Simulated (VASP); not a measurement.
# Re (P6_3/mmc) in VASP: notebook

The runs below take Re through single point, with r2SCAN.

Everything below comes from runs of VASP 6.6.1. Logs are shortened: lines on timing, memory, paths and dates and some standing lists are left out, and cuts for length are marked.

## Step 1: The cell of the first run

Symmetry: P6_3/mmc, No. 194, hexagonal system. The conventional cell has a = 2.760 Å, b = 2.760 Å, c = 4.457 Å, α = 90.00°, β = 90.00°, γ = 120.00°. Within 3.6 Å of Re (site symmetry -6m2) lie 12 Re at 2.74 to 2.76 Å.

## Step 2: Single point, r2SCAN

Input file POSCAR:

```
Re
1.0
    2.7598270443      0.0000000000      0.0000000000
   -1.3799135221      2.3900803304      0.0000000000
    0.0000000000      0.0000000000      4.4572270891
Re
2
Direct
    0.3333333333      0.6666666667      0.2500000000
    0.6666666667      0.3333333333      0.7500000000
```

Input file INCAR.step1:

```
SYSTEM = Re
PREC = Accurate
ENCUT = 520
ISMEAR = -1
SIGMA = 0.2
LREAL = .False.
LASPH = .True.
NELM = 80
NBANDS = 14
GGA = PE
ALGO = Normal
EDIFF = 1E-4
LWAVE = .True.
LCHARG = .False.
```

Input file INCAR.step2:

```
SYSTEM = Re
PREC = Accurate
ENCUT = 520
EDIFF = 1E-6
ISMEAR = -1
SIGMA = 0.2
LREAL = .False.
LASPH = .True.
NELM = 80
ALGO = Normal
ISIF = 2
LWAVE = .False.
LCHARG = .False.
METAGGA = R2SCAN
LMIXTAU = .True.
NBANDS = 14
ISTART = 1
```

Input file KPOINTS:

```
Automatic mesh
0
Gamma
  13 13 7
  0 0 0
```

Potentials or basis: VASP PAW PBE potentials, release 64 (Re).

Launch:

```bash
$ cat potpaw_PBE.64/Re/POTCAR > POTCAR
$ cp INCAR.step1 INCAR
$ mpirun -np 1 vasp_std > vasp.out
$ cp INCAR.step2 INCAR
$ mpirun -np 1 vasp_std > vasp.out
```

OUTCAR:

```text
SYSTEM = Re
   PREC = Accurate
   ENCUT = 520
   EDIFF = 1E-6
   ISMEAR = -1
   LREAL = .False.
   LASPH = .True.
   NELM = 80
   ISIF = 2
   METAGGA = R2SCAN
   ISTART = 1

 ion  position               nearest neighbor table
   1  0.333  0.667  0.250-   2 2.74   2 2.74   2 2.74   2 2.74   2 2.74   2 2.74
   2  0.667  0.333  0.750-   1 2.74   1 2.74   1 2.74   1 2.74   1 2.74   1 2.74

  LATTYP: Found a hexagonal cell.
 ALAT       =     2.7598270443
 C/A-ratio  =     1.6150385577

  Lattice vectors:

 A1 = (   2.7598270443,   0.0000000000,   0.0000000000)
 A2 = (  -1.3799135221,   2.3900803304,   0.0000000000)
 A3 = (   0.0000000000,   0.0000000000,   4.4572270891)

Analysis of symmetry for initial positions (statically):
=====================================================================
 Subroutine PRICEL returns:
 Original cell was already a primitive cell.

 Routine SETGRP: Setting up the symmetry group for a
 hexagonal supercell.

 Subroutine GETGRP returns: Found 24 space group operations
 (whereof 12 operations were pure point group operations)
 out of a pool of 24 trial point group operations.

The static configuration has the point symmetry D_3d.
 The point group associated with its full space group is D_6h.

Analysis of symmetry for dynamics (positions and initial velocities):
=====================================================================
 Subroutine PRICEL returns:
 Original cell was already a primitive cell.

 Routine SETGRP: Setting up the symmetry group for a
 hexagonal supercell.

 Subroutine GETGRP returns: Found 24 space group operations
 (whereof 12 operations were pure point group operations)
 out of a pool of 24 trial point group operations.

The dynamic configuration has the point symmetry D_3d.
 The point group associated with its full space group is D_6h.

 Subroutine INISYM returns: Found 24 space group operations
 (whereof 12 operations are pure point group operations),
 and found     1 'primitive' translations

----------------------------------------------------------------------------------------

                                     Primitive cell

  volume of cell :      29.4008

  direct lattice vectors                    reciprocal lattice vectors
     2.759827044  0.000000000  0.000000000     0.362341547  0.209197990  0.000000000
    -1.379913522  2.390080330  0.000000000     0.000000000  0.418395979  0.000000000
     0.000000000  0.000000000  4.457227089     0.000000000  0.000000000  0.224354734

  length of vectors
     2.759827044  2.759827044  4.457227089     0.418395979  0.418395979  0.224354734

  position of ions in fractional coordinates (direct lattice)
     0.333333333  0.666666667  0.250000000
     0.666666667  0.333333333  0.750000000

  ion indices of the primitive-cell ions
   primitive index   ion index
                 1           1
                 2           2

----------------------------------------------------------------------------------------

 KPOINTS: Automatic mesh

Automatic generation of k-mesh.
 Grid dimensions read from file:
 generate k-points for:   13   13    7

 Generating k-lattice:

  Cartesian coordinates                     Fractional coordinates (reciprocal lattice)
     0.027872427  0.016092153  0.000000000     0.076923077  0.000000000  0.000000000
     0.000000000  0.032184306  0.000000000     0.000000000  0.076923077  0.000000000
     0.000000000  0.000000000  0.032050676     0.000000000  0.000000000  0.142857143

  Length of vectors
     0.032184306  0.032184306  0.032050676

  Shift w.r.t. Gamma in fractional coordinates (k-lattice)
     0.000000000  0.000000000  0.000000000

 Subroutine IBZKPT returns following result:
 ===========================================

 Found     84 irreducible k-points:

 Following reciprocal coordinates:
            Coordinates               Weight
  0.000000  0.000000  0.000000      1.000000
  0.076923 -0.000000  0.000000      6.000000
  0.153846 -0.000000  0.000000      6.000000
  0.230769 -0.000000  0.000000      6.000000
  0.307692 -0.000000  0.000000      6.000000
  0.384615  0.000000  0.000000      6.000000
[... 16 lines left out ...]
  0.076923 -0.000000  0.142857     12.000000
  0.153846 -0.000000  0.142857     12.000000
 [... further k-points ...]
   k-points           NKPTS =     84   k-points in BZ     NKDIM =     84   number of bands    NBANDS=     14
   number of dos      NEDOS =    301   number of ions     NIONS =      2
   total plane-waves  NPLWV =  20736
   dimension x,y,z NGX =    24 NGY =   24 NGZ =   36
   dimension x,y,z NGXF=    48 NGYF=   48 NGZF=   72
   ions per type =               2
   NGX,Y,Z   is equivalent  to a cutoff of  14.46, 14.46, 13.43 a.u.
   NGXF,Y,Z  is equivalent  to a cutoff of  28.91, 28.91, 26.85 a.u.
 SYSTEM =  Re
   PREC   = accura    normal or accurate (medium, high low for compatibility)
   ISTART =      1    job   : 0-new  1-cont  2-samecut
   ICHARG =      0    charge: 1-file 2-atom 10-const
   ISPIN  =      1    spin polarized calculation?
   LNONCOLLINEAR =      F non collinear calculations
   LSORBIT =      F    spin-orbit coupling
   LASPH  =      T    aspherical Exc in radial PAW
   ENCUT  =  520.0 eV  38.22 Ry    6.18 a.u.   5.13  5.13  8.29*2*pi/ulx,y,z
   NELM   =     80;   NELMIN=  2; NELMDL=  0     # of ELM steps
   EDIFF  = 0.1E-05   stopping-criterion for ELM
   LREAL  =      F    real-space projection
   EDIFFG = 0.1E-04   stopping-criterion for IOM
   NSW    =      0    number of steps for IOM
   IBRION =     -1    ionic relax: 0-MD 1-quasi-New 2-CG
   NFREE  =      0    steps in history (QN), initial steepest desc. (CG)
   ISIF   =      2    stress and relaxation
   ISYM   =      2    0-nonsym 1-usesym 2-fastsym
   POTIM  = 0.5000    time-step for ionic-motion
   TEBEG  =    0.0;   TEEND  =   0.0 temperature during run
   PSTRESS=    0.0 pullay stress
   NELECT =      14.0000    total number of electrons
   NUPDOWN=      -1.0000    fix difference up-down
   EMIN   =  10.00;   EMAX   =-10.00  energy-range for DOS
   EFERMI =   0.00;   METHOD = LEGACY
   ISMEAR =    -1;   SIGMA  =   0.20  broadening in eV -4-tet -1-fermi 0-gaus
   EFERMI_NEDOS =   21; number of points for ismear=-14 and -15
   IALGO  =     38    algorithm
   IMIX   =      4    mixing-type and parameters
     AMIX     =   0.40;   BMIX     =  1.00
     AMIX_MAG =   1.60;   BMIX_MAG =  1.00
  volume/ion in A,a.u.               =      14.70        99.20
  Fermi-wavevector in a.u.,A,eV,Ry     =   1.278393  2.415813 22.235856  1.634289
  Thomas-Fermi vector in A             =   2.410938
   LORBIT       =      0    0 simple, 1 ext, 2 COOP (PROOUT), +10 PAW based schemes
   METAGGA = R2SCAN    functional components
   LHFCALC =     F    Hartree Fock is set to
   AEXX    =    0.0000 exact exchange contribution
   IVDW    =     0    specifies the selected vdW correction
   LEPSILON=     F    determine dielectric tensor
   LRPA    =     F    only Hartree local field effects (RPA)
 non-spin polarized calculation
  energy-cutoff  :      520.00
  volume of cell :       29.40
 maximum number of plane-waves:       808
 NGX is ok and might be reduce to    24
   NGX = 11   NGY = 11   NGZ = 17

 number of electron      14.0000000 magnetization

 Free energy of the ion-electron system (eV)
  ---------------------------------------------------
  ext. energy  EPLUGINS =         0.00000000
  ---------------------------------------------------
  free energy    TOTEN  =      -105.00386747 eV

  energy without entropy =     -104.78891225  energy(sigma->0) =     -104.89638986

 E-fermi :   7.7285     XC(G=0): -14.9942

 val. band max:        7.7158922273   @ k =   0.1538   0.0769   0.0000
 cond. band min:       7.7296300997   @ k =   0.0769  -0.0000   0.0000
 fundamental gap:      0.0137378723
 Fermi energy:         7.7284555310

 k-point     1 :       0.0000    0.0000    0.0000
  band No.  band energies     occupation
      1      -2.6545      2.00000
      2       0.7603      2.00000
      3       6.0584      1.99953
      4       6.0720      1.99949
      5       6.0720      1.99949
      6       6.9371      1.96247
      7       6.9371      1.96247
      8       7.9209      0.55289
      9       7.9209      0.55289
     10       8.2477      0.13877
     11      11.2256      0.00000
     12      11.2256      0.00000
     13      18.2680      0.00000
     14      22.5166      0.00000

 k-point     2 :       0.0769   -0.0000    0.0000
  band No.  band energies     occupation
      1      -2.4011      2.00000
      2       0.9962      2.00000
      3       5.5096      1.99997
      4       6.3030      1.99840
      5       6.5285      1.99505
      6       6.7677      1.98373
      7       7.1550      1.89240
      8       7.2700      1.81647
      9       7.7296      0.99706
     10       7.8802      0.63776
     11      11.3525      0.00000
     12      12.2578      0.00000
     13      18.2526      0.00000
     14      23.0729      0.00000

 k-point     3 :       0.1538   -0.0000    0.0000
  band No.  band energies     occupation
      1      -1.6833      2.00000
      2       1.6077      2.00000
      3       4.8738      2.00000
      4       5.8246      1.99985
      5       6.2720      1.99863
      6       6.9802      1.95365
      7       7.1795      1.87921
      8       7.2732      1.81380
      9       7.5391      1.44095
     10       7.7897      0.84809
     11      11.6277      0.00000
     12      14.1298      0.00000
     13      18.1216      0.00000
     14      24.4114      0.00000
[... 324 lines left out ...]
 k-point    23 :       0.0769   -0.0000    0.1429
  band No.  band energies     occupation
      1      -2.1529      2.00000
      2       1.0128      2.00000
      3       5.5050      1.99997
      4       6.1598      1.99922
      5       6.1666      1.99919
      6       6.3250      1.99821
      7       6.9855      1.95245
      8       7.2760      1.81143
      9       8.1245      0.24256
     10       8.1617      0.20563
     11      11.3454      0.00000
     12      11.9777      0.00000
     13      19.2881      0.00000
     14      22.5857      0.00000

 k-point    24 :       0.1538   -0.0000    0.1429
  band No.  band energies     occupation
      1      -1.4539      2.00000
      2       1.6474      2.00000
      3       4.9275      2.00000
      4       5.2647      1.99999
      5       6.1197      1.99936
      6       6.6596      1.99049
      7       6.9375      1.96240
      8       7.5053      1.50640
      9       7.9661      0.46715
     10       8.1189      0.24859
     11      11.5627      0.00000
     12      13.4227      0.00000
     13      19.2362      0.00000
     14      23.9717      0.00000

 [... further k-points ...]
[... 5 lines left out ...]
  --------------------------------------------------------------------------------------
  -------------------------------------------------------------------------------------
  Total        0.1699758      0.1699758      0.0290559      0.0000000      0.0000000      0.0000000
  in kB        9.2627219      9.2627219      1.5833834      0.0000000      0.0000000      0.0000000
  external PRESSURE =       6.7029424 kB  Pullay stress =       0.0000000 kB

 VOLUME and BASIS-vectors are now :
 -----------------------------------------------------------------------------
  energy-cutoff  :      520.00
  volume of cell :       29.40
      direct lattice vectors                 reciprocal lattice vectors
     2.759827044  0.000000000  0.000000000     0.362341547  0.209197990  0.000000000
    -1.379913522  2.390080330  0.000000000     0.000000000  0.418395979  0.000000000
     0.000000000  0.000000000  4.457227089     0.000000000  0.000000000  0.224354734

 POSITION                                       TOTAL-FORCE (eV/Angst)
 -----------------------------------------------------------------------------------
     -0.00000      1.59339      1.11431         0.000000     -0.000000      0.000000
      1.37991      0.79669      3.34292        -0.000000      0.000000      0.000000
 -----------------------------------------------------------------------------------
    total drift:                                0.000000     -0.000000     -0.000000

  FREE ENERGIE OF THE ION-ELECTRON SYSTEM (eV)
  ---------------------------------------------------
  free  energy   TOTEN  =      -105.0038674666 eV

  energy  without entropy=     -104.7889122508  energy(sigma->0) =     -104.89638986
```

It took 1.8 min on 1 thread of Intel Xeon Platinum 8259CL at 2.50GHz (Skylake/Cascade Lake), shared host; peak memory 0.18 GiB.

What came out:

| Quantity | Value |
| --- | --- |
| Free energy | -105.0039 eV |
| Pressure | 0.7 GPa |
| Band gap on the k mesh | zero (band 7 reaches 8.87 eV, above the bottom of band 8 at 6.07 eV) |

Stress tensor (GPa, compression positive):
```
0.93 0.00 0.00
0.00 0.93 0.00
0.00 0.00 0.16
```

Levels at points of the mesh, in eV from the Fermi level:
| k point | band 4 | band 5 | band 6 | band 7 | band 8 | band 9 | band 10 | band 11 |
| --- | --- | --- | --- | --- | --- | --- | --- | --- |
| (0.00, 0.00, 0.00) | -1.66 | -1.66 | -0.79 | -0.79 | 0.19 | 0.19 | 0.52 | 3.50 |

Caveat: the PAW data sets were made with another functional, which shifts forces and pressure a little; spin-orbit coupling is left out, which moves the levels of the heavy elements.

## Step 3: Single point, r2SCAN

POSCAR is that of step 2.

Input file INCAR.step1:

```
PREC     = Accurate       # precision mode
ENCUT    = 520            # plane-wave cutoff, eV
ISMEAR   = -1             # smearing method
SIGMA    = 0.3            # smearing width, eV
LREAL    = False          # projectors in reciprocal space
LASPH    = True           # aspherical terms in the spheres
NELM     = 60             # most SCF steps
NBANDS   = 14             # bands
GGA      = PE             # functional
ALGO     = Normal         # electronic algorithm
EDIFF    = 1E-4           # SCF threshold, eV
LWAVE    = True           # write WAVECAR
LCHARG   = False          # write CHGCAR
```

Input file INCAR.step2:

```
PREC     = Accurate       # precision mode
ENCUT    = 520            # plane-wave cutoff, eV
EDIFF    = 1E-6           # SCF threshold, eV
ISMEAR   = -1             # smearing method
SIGMA    = 0.3            # smearing width, eV
LREAL    = False          # projectors in reciprocal space
LASPH    = True           # aspherical terms in the spheres
NELM     = 60             # most SCF steps
ALGO     = Normal         # electronic algorithm
ISIF     = 2              # what is computed and relaxed
LWAVE    = False          # write WAVECAR
LCHARG   = True           # write CHGCAR
METAGGA  = R2SCAN         # meta-GGA
LMIXTAU  = True         
LELF     = True           # ELF
LVHAR    = True         
NBANDS   = 14             # bands
ISTART   = 1
```

Input file KPOINTS:

```
regular mesh
0
Gamma
  13 13 7
```

Potentials or basis: VASP PAW PBE potentials, release 64 (Re).

Launch:

```bash
$ cat potpaw_PBE.64/Re/POTCAR > POTCAR
$ cp INCAR.step1 INCAR
$ mpirun -np 1 vasp_std > vasp.out
$ cp INCAR.step2 INCAR
$ mpirun -np 1 vasp_std > vasp.out
```

Run time: 2.2 min. Hardware: 1 thread of Intel Xeon Platinum 8259CL at 2.50GHz (Skylake/Cascade Lake), shared host; peak memory 0.18 GiB.

It converged, with:

* Free energy: -105.1399 eV
* Pressure: 1.6 GPa
* Band gap on the k mesh: zero (band 7 reaches 8.88 eV, above the bottom of band 8 at 6.07 eV)

Stress tensor (GPa, compression positive):
```
2.13 0.00 0.00
0.00 2.13 0.00
0.00 0.00 0.56
```

Levels at points of the mesh, in eV from the Fermi level:
```
           k point  band 4  band 5  band 6  band 7  band 8  band 9  band 10  band 11
(0.00, 0.00, 0.00)   -1.70   -1.70   -0.83   -0.83    0.15    0.15     0.48     3.46
```

Caveat: the PAW data sets were made with another functional, which shifts forces and pressure a little; spin-orbit coupling is left out, which moves the levels of the heavy elements.
